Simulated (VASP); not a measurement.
# Pb (P6/mmm) in VASP: further runs

Pb is run at these levels: PBE; tasks: single point.

Program: VASP 6.6.1. These are calculated values, not measurements. Logs are shortened: lines on timing, memory, paths and dates and some standing lists are left out, and cuts for length are marked.

### Step 1. The cell of the first run

The structure is hexagonal, space group P6/mmm (No. 191). The conventional cell has a = 2.534 Å, b = 2.534 Å, c = 2.382 Å, α = 90.00°, β = 90.00°, γ = 120.00°. Within 3.1 Å of Pb (site symmetry 6/mmm) lie 8 Pb at 2.38 to 2.53 Å.

### Step 2. Single point, PBE

INCAR reads:

```
ALGO = Normal
EDIFF = 1E-7
ENCUT = 520
GGA = PE
ISIF = 2
ISMEAR = -1
LASPH = True
LCHARG = False
LREAL = False
LWAVE = False
NBANDS = 13
NELM = 80
PREC = Accurate
SIGMA = 0.1
```

KPOINTS reads:

```
k-points
0
Gamma
  13 13 12
```

POSCAR reads:

```
Pb
1.0
    2.5338032885      0.0000000000      0.0000000000
   -1.2669016443      2.1943380161      0.0000000000
    0.0000000000      0.0000000000      2.3815772492
Pb
1
Direct
    0.0000000000      0.0000000000      0.0000000000
```

Potentials or basis: VASP PAW PBE potentials, release 64 (Pb_d).

Started as:

```bash
$ cat potpaw_PBE.64/Pb_d/POTCAR > POTCAR
$ mpirun -np 1 vasp_std > vasp.out
```

OUTCAR:

```text
EDIFF = 1E-7
   ENCUT = 520
   GGA = PE
   ISIF = 2
   ISMEAR = -1
   LASPH = True
   LREAL = False
   NELM = 80
   PREC = Accurate

 ion  position               nearest neighbor table
   1  0.000  0.000  0.000-

  LATTYP: Found a hexagonal cell.
 ALAT       =     2.5338032885
 C/A-ratio  =     0.9399219190

  Lattice vectors:

 A1 = (   2.5338032885,   0.0000000000,   0.0000000000)
 A2 = (  -1.2669016443,   2.1943380161,   0.0000000000)
 A3 = (   0.0000000000,   0.0000000000,   2.3815772492)

Analysis of symmetry for initial positions (statically):
=====================================================================
 Subroutine PRICEL returns:
 Original cell was already a primitive cell.

 Routine SETGRP: Setting up the symmetry group for a
 hexagonal supercell.

 Subroutine GETGRP returns: Found 24 space group operations
 (whereof 24 operations were pure point group operations)
 out of a pool of 24 trial point group operations.

The static configuration has the point symmetry D_6h.

Analysis of symmetry for dynamics (positions and initial velocities):
=====================================================================
 Subroutine PRICEL returns:
 Original cell was already a primitive cell.

 Routine SETGRP: Setting up the symmetry group for a
 hexagonal supercell.

 Subroutine GETGRP returns: Found 24 space group operations
 (whereof 24 operations were pure point group operations)
 out of a pool of 24 trial point group operations.

The dynamic configuration has the point symmetry D_6h.

 Subroutine INISYM returns: Found 24 space group operations
 (whereof 24 operations are pure point group operations),
 and found     1 'primitive' translations

----------------------------------------------------------------------------------------

                                     Primitive cell

  volume of cell :      13.2416

  direct lattice vectors                    reciprocal lattice vectors
     2.533803289  0.000000000  0.000000000     0.394663629  0.227859152  0.000000000
    -1.266901644  2.194338016  0.000000000     0.000000000  0.455718304  0.000000000
     0.000000000  0.000000000  2.381577249     0.000000000  0.000000000  0.419889802

  length of vectors
     2.533803289  2.533803289  2.381577249     0.455718304  0.455718304  0.419889802

  position of ions in fractional coordinates (direct lattice)
     0.000000000  0.000000000  0.000000000

  ion indices of the primitive-cell ions
[... 75 lines left out ...]
   LREAL  =      F    real-space projection
   EDIFFG = 0.1E-05   stopping-criterion for IOM
   NSW    =      0    number of steps for IOM
   IBRION =     -1    ionic relax: 0-MD 1-quasi-New 2-CG
   NFREE  =      0    steps in history (QN), initial steepest desc. (CG)
   ISIF   =      2    stress and relaxation
   ISYM   =      2    0-nonsym 1-usesym 2-fastsym
   POTIM  = 0.5000    time-step for ionic-motion
   TEBEG  =    0.0;   TEEND  =   0.0 temperature during run
   PSTRESS=    0.0 pullay stress
   NELECT =      14.0000    total number of electrons
   NUPDOWN=      -1.0000    fix difference up-down
   EMIN   =  10.00;   EMAX   =-10.00  energy-range for DOS
   EFERMI =   0.00;   METHOD = LEGACY
   ISMEAR =    -1;   SIGMA  =   0.10  broadening in eV -4-tet -1-fermi 0-gaus
   EFERMI_NEDOS =   21; number of points for ismear=-14 and -15
   IALGO  =     38    algorithm
   IMIX   =      4    mixing-type and parameters
     AMIX     =   0.40;   BMIX     =  1.00
     AMIX_MAG =   1.60;   BMIX_MAG =  1.00
  volume/ion in A,a.u.               =      13.24        89.36
  Fermi-wavevector in a.u.,A,eV,Ry     =   1.667774  3.151635 37.844189  2.781469
  Thomas-Fermi vector in A             =   2.753737
   LORBIT       =      0    0 simple, 1 ext, 2 COOP (PROOUT), +10 PAW based schemes
   GGA     = PE    functional components
   LHFCALC =     F    Hartree Fock is set to
   AEXX    =    0.0000 exact exchange contribution
   IVDW    =     0    specifies the selected vdW correction
   LEPSILON=     F    determine dielectric tensor
   LRPA    =     F    only Hartree local field effects (RPA)
 non-spin polarized calculation
  energy-cutoff  :      520.00
  volume of cell :       13.24
 maximum number of plane-waves:       381
 NGX is ok and might be reduce to    20

 number of electron      14.0000003 magnetization

 Free energy of the ion-electron system (eV)
  ---------------------------------------------------
  ext. energy  EPLUGINS =         0.00000000
  ---------------------------------------------------
  free energy    TOTEN  =         4.91565837 eV

  energy without entropy =        4.92632966  energy(sigma->0) =        4.92099402

 E-fermi :  23.1502     XC(G=0): -14.8328

 val. band max:       23.1195108252   @ k =   0.2308  -0.0000   0.2500
 cond. band min:      23.1694132354   @ k =   0.2308   0.1538   0.2500
 fundamental gap:      0.0499024103
 Fermi energy:        23.1501868445

 k-point     1 :       0.0000    0.0000    0.0000
  band No.  band energies     occupation
      1      -0.8761      2.00000
      2       0.5964      2.00000
      3       1.4898      2.00000
      4       1.4898      2.00000
      5       4.1439      2.00000
      6       4.1439      2.00000
      7      29.1084      0.00000
      8      29.8129      0.00000
      9      34.3259      0.00000
     10      34.3259      0.00000
     11      37.4208      0.00000
     12      41.7590      0.00000
     13      41.7590      0.00000
[... 354 lines left out ...]
  band No.  band energies     occupation
      1      -0.4428      2.00000
      2       1.0484      2.00000
      3       1.9591      2.00000
      4       2.0442      2.00000
      5       3.7225      2.00000
      6       3.9507      2.00000
      7      28.3874      0.00000
      8      28.9618      0.00000
      9      32.0741      0.00000
     10      32.4391      0.00000
     11      38.9859      0.00000
     12      42.2489      0.00000
     13      43.3253      0.00000

 [... further k-points ...]
[... 5 lines left out ...]
  --------------------------------------------------------------------------------------
  -------------------------------------------------------------------------------------
  Total       27.3061869     27.3061869     27.3143630     -0.0000000     -0.0000000      0.0000000
  in kB     3303.9277772   3303.9277774   3304.9170505     -0.0000001     -0.0000000      0.0000000
  external PRESSURE =    3304.2575350 kB  Pullay stress =       0.0000000 kB

 VOLUME and BASIS-vectors are now :
 -----------------------------------------------------------------------------
  energy-cutoff  :      520.00
  volume of cell :       13.24
      direct lattice vectors                 reciprocal lattice vectors
     2.533803289  0.000000000  0.000000000     0.394663629  0.227859152  0.000000000
    -1.266901644  2.194338016  0.000000000     0.000000000  0.455718304  0.000000000
     0.000000000  0.000000000  2.381577249     0.000000000  0.000000000  0.419889802

 POSITION                                       TOTAL-FORCE (eV/Angst)
 -----------------------------------------------------------------------------------
      0.00000      0.00000      0.00000        -0.000000      0.000000      0.000000
 -----------------------------------------------------------------------------------
    total drift:                               -0.000000      0.000000      0.000000

  FREE ENERGIE OF THE ION-ELECTRON SYSTEM (eV)
  ---------------------------------------------------
  free  energy   TOTEN  =         4.9156583692 eV

  energy  without entropy=        4.9263296612  energy(sigma->0) =        4.92099402
```

Wall time 9.5 s (1 thread of Intel Xeon 6975P-C, shared host); peak memory 0.14 GiB.

Results:

```yaml
Free_energy: 4.9157 eV
Pressure: 330.4 GPa
Band_gap_on_the_k_mesh: zero (band 7 reaches 29.68 eV, above the bottom of band 8 at 17.86 eV)
```

Caveat: spin-orbit coupling is left out, which moves the levels of the heavy elements.

### Step 3. Single point, PBE

INCAR reads:

```
SYSTEM = Pb
ALGO = Normal ; EDIFF = 1E-6
ENCUT = 520 ; GGA = PE
ISIF = 2 ; ISMEAR = -1
LASPH = .TRUE. ; LCHARG = .FALSE.
LREAL = .FALSE. ; LWAVE = .FALSE.
NBANDS = 13 ; NELM = 80
PREC = Accurate ; SIGMA = 0.1
```

KPOINTS reads:

```
k-points
0
G
  13 13 12
  0 0 0
```

POSCAR is that of step 2.

Potentials or basis: VASP PAW PBE potentials, release 64 (Pb_d).

Started as:

```bash
$ cat potpaw_PBE.64/Pb_d/POTCAR > POTCAR
$ mpirun -np 1 vasp_std > vasp.out
```

Wall time 8.4 s (1 thread of Intel Xeon 6975P-C, shared host); peak memory 0.14 GiB.

It converged, with:

```
Free energy            : 4.9157 eV
Pressure               : 330.4 GPa
Band gap on the k mesh : zero (band 7 reaches 29.68 eV, above the bottom of band 8 at 17.86 eV)
```

Stress tensor (GPa, compression positive):
```
330.36   0.00   0.00
  0.00 330.36   0.00
  0.00   0.00 330.46
```

Levels at points of the mesh, in eV from the Fermi level:
| k point | band 5 | band 6 | band 7 | band 8 | band 9 | band 10 |
| --- | --- | --- | --- | --- | --- | --- |
| (0.00, 0.00, 0.00) | -19.01 | -19.01 | 5.96 | 6.66 | 11.18 | 11.18 |
| (0.00, 0.00, 0.50) | -20.61 | -12.45 | -11.48 | 9.73 | 12.22 | 13.60 |

Caveat: spin-orbit coupling is left out, which moves the levels of the heavy elements.

### Step 4. Single point, PBE

This run uses another cell than the first one, of 16.55 Å³/atom, 1.250 times its volume.

INCAR reads:

```
ALGO     = Normal         # electronic algorithm
EDIFF    = 1E-6           # SCF threshold, eV
ENCUT    = 520            # plane-wave cutoff, eV
GGA      = PE             # functional
ISIF     = 2              # what is computed and relaxed
ISMEAR   = -1             # smearing method
LASPH    = True           # aspherical terms in the spheres
LCHARG   = False          # write CHGCAR
LREAL    = False          # projectors in reciprocal space
LWAVE    = False          # write WAVECAR
NBANDS   = 13             # bands
NELM     = 60             # most SCF steps
PREC     = Accurate       # precision mode
SIGMA    = 0.1            # smearing width, eV
```

KPOINTS reads:

```
k-points
0
Gamma
  13 13 12
```

POSCAR reads:

```
Pb
1.0
    2.7247646857      0.0000000000      0.0000000000
   -1.3623823429      2.3597154372      0.0000000000
    0.0000000000      0.0000000000      2.5743196569
Pb
1
Direct
    0.0000000000      0.0000000000      0.0000000000
```

Started as:

```bash
$ cat potpaw_PBE.64/Pb_d/POTCAR > POTCAR
$ mpirun -np 1 vasp_std > vasp.out
```

Run time: 9.2 s. Hardware: 1 thread of Intel Xeon 6975P-C, shared host; peak memory 0.15 GiB.

It converged, with:

* Free energy: 0.3040 eV
* Pressure: 144.1 GPa
* Band gap on the k mesh: zero (band 7 reaches 24.11 eV, above the bottom of band 8 at 13.21 eV)

Stress tensor (GPa, compression positive):
```
143.94   0.00   0.00
  0.00 143.94   0.00
  0.00   0.00 144.57
```

Levels at points of the mesh, in eV from the Fermi level:
```tsv
k point	band 5	band 6	band 7	band 8	band 9	band 10
(0.00, 0.00, 0.00)	-17.90	-17.90	6.11	8.58	10.50	10.50
(0.00, 0.00, 0.50)	-18.83	-11.02	-9.55	11.26	12.87	14.53
```

Caveat: spin-orbit coupling is left out, which moves the levels of the heavy elements.

### Step 5. Single point, PBE

This run uses another cell than the first one, of 16.55 Å³/atom, 1.250 times its volume.

INCAR reads:

```
SYSTEM = Pb
  PREC = Accurate
  ENCUT = 520
  EDIFF = 1E-7
  ISMEAR = -1
  SIGMA = 0.1
  LREAL = .FALSE.
  LASPH = .TRUE.
  NELM = 100
  ALGO = Normal
  ISIF = 2
  LWAVE = .FALSE.
  LCHARG = .TRUE.
  GGA = PE
  LELF = .TRUE.
  LVHAR = .TRUE.
  NBANDS = 13
```

KPOINTS reads:

```
regular mesh
0
G
  13 13 12
  0 0 0
```

POSCAR reads:

```
Pb
1.0
    2.7247646109      0.0000000000      0.0000000000
   -1.3623823055      2.3597153724      0.0000000000
    0.0000000000      0.0000000000      2.5743197983
Pb
1
Direct
    0.0000000000      0.0000000000      0.0000000000
```

Started as:

```bash
$ cat potpaw_PBE.64/Pb_d/POTCAR > POTCAR
$ mpirun -np 1 vasp_std > vasp.out
```

It took 10 s on 1 thread of Intel Xeon 6975P-C, shared host; peak memory 0.15 GiB.

The run converged. Its results:

| Property | Result |
| --- | --- |
| Free energy | 0.3040 eV |
| Pressure | 144.1 GPa |
| Band gap on the k mesh | zero (band 7 reaches 24.11 eV, above the bottom of band 8 at 13.21 eV) |

Stress tensor (GPa, compression positive):
```
143.94   0.00   0.00
  0.00 143.94   0.00
  0.00   0.00 144.57
```

Levels at points of the mesh, in eV from the Fermi level:
```
           k point  band 5  band 6  band 7  band 8  band 9  band 10
(0.00, 0.00, 0.00)  -17.90  -17.90    6.11    8.58   10.50    10.50
(0.00, 0.00, 0.50)  -18.83  -11.02   -9.55   11.26   12.87    14.53
```

Caveat: spin-orbit coupling is left out, which moves the levels of the heavy elements.
